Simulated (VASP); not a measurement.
**LiC3: relaxation of cell and atoms with PBE**

LiC3:

```
Li C
1.0
     4.25395    0.00000    0.00000
    -2.12697    3.68403    0.00000
     0.00000    0.00000    2.48095
Li C
2 6
Direct
  0.33333 0.66667 0.50000
  0.66667 0.33333 0.50000
  0.33333 0.33333 0.00000
  0.00000 0.66667 0.00000
  0.66667 0.00000 0.00000
  0.00000 0.33333 0.00000
  0.66667 0.66667 0.00000
  0.33333 0.00000 0.00000
```

- Program: VASP 6.6.1
- Task: relaxation of cell and atoms
- Functional: PBE
- Potentials or basis: VASP PAW PBE potentials, release 64 (Li_sv, C)
- Cutoff: 600 eV
- k mesh: 6 × 6 × 8
- Occupations: gaussian, width 0.1 eV
- Spin: no spin polarisation
- Dipole correction: no
- Further INCAR settings: ALGO = Normal; EDIFF = 1e-06; IBRION = 2; EDIFFG = -0.04; NSW = 90; ISIF = 3

```yaml
Relaxed_volume: 7.12 Å³/atom
Relaxed_cell: a = 4.394 Å, b = 4.394 Å, c = 3.405 Å, α = 90.00°, β = 90.00°, γ = 120.00°
Space_group_after_relaxing_to_0.05_Å: P6/mmm (No. 191)
Energy_gained_by_relaxing: 758.5 meV/atom
Ionic_steps: 11
Pressure_after_relaxing: 0.0 GPa
Largest_force_after_relaxing: 0.032 eV/Å
Band_gap_on_the_k_mesh: zero (band 15 reaches 10.85 eV, above the bottom of band 16 at 4.87 eV)
```

Forces in eV/Å, atoms in the order of the input:
```
Li   0.000  0.000  0.000
Li   0.000  0.000  0.000
C   -0.016 -0.028  0.000
C   -0.016  0.028  0.000
C    0.032  0.000  0.000
C    0.016 -0.028  0.000
C    0.016  0.028  0.000
C   -0.032  0.000  0.000
```

Stress tensor (GPa, compression positive):
```
-0.18  0.00  0.00
 0.00 -0.18  0.00
 0.00  0.00  0.43
```

Step by step:
| step | energy change (eV) | largest force (eV/Å) | pressure (GPa) | volume (Å³) |
| --- | --- | --- | --- | --- |
| 1 | 0.0000 | 1.2210 | 102.09 | 38.88 |
| 2 | -3.5891 | 1.5107 | -28.65 | 58.82 |
| 3 | -4.0180 | 1.4215 | -7.79 | 52.25 |
| 4 | -5.9436 | 0.8794 | 5.51 | 54.54 |
| 5 | -5.9479 | 1.2367 | 7.21 | 54.68 |
| 6 | -5.8316 | 2.2253 | 2.52 | 57.83 |
| 7 | -6.0536 | 0.2283 | 4.44 | 55.96 |
| 8 | -6.0591 | 0.0950 | -3.66 | 57.70 |
| 9 | -6.0678 | 0.0417 | -0.19 | 56.93 |
| 10 | -6.0680 | 0.0866 | 0.18 | 56.93 |
| 11 | -6.0681 | 0.0324 | 0.03 | 56.93 |

Final structure:
```
CELL_PARAMETERS angstrom
4.39364 0.00000 0.00000
-2.19682 3.80500 0.00000
0.00000 0.00000 3.40522
ATOMIC_POSITIONS crystal
Li 0.33333 0.66667 0.50000
Li 0.66667 0.33333 0.50000
C 0.33235 0.33235 0.00000
C 0.00000 0.66765 0.00000
C 0.66765 0.00000 0.00000
C 0.00000 0.33235 0.00000
C 0.66765 0.66765 0.00000
C 0.33235 0.00000 0.00000
```

Levels at points of the mesh, in eV from the Fermi level:
```
           k point  band 13  band 14  band 15  band 16  band 17  band 18
(0.00, 0.00, 0.00)    -1.78    -1.78    -1.49    -1.49     1.97     5.39
(0.50, 0.00, 0.00)    -6.50    -3.84    -0.14     2.35     3.66     4.08
(0.00, 0.00, 0.50)    -4.19    -4.19    -3.37    -3.37     5.76     5.76
(0.50, 0.00, 0.50)    -7.88    -6.14    -1.51     2.70     2.77     4.30
```

Run time: 100 s on 1 thread of Intel(R) Xeon(R) 6975P-C (Granite Rapids), with other jobs on the host, peak memory 0.17 GiB.

Caveat: the cutoff is under 1.25 times the usual one of these potentials, so pressure, stress and relaxed cells hold a basis-set (Pulay) error; the volume moved by over 15 % at a fixed basis, so the end points are rough.
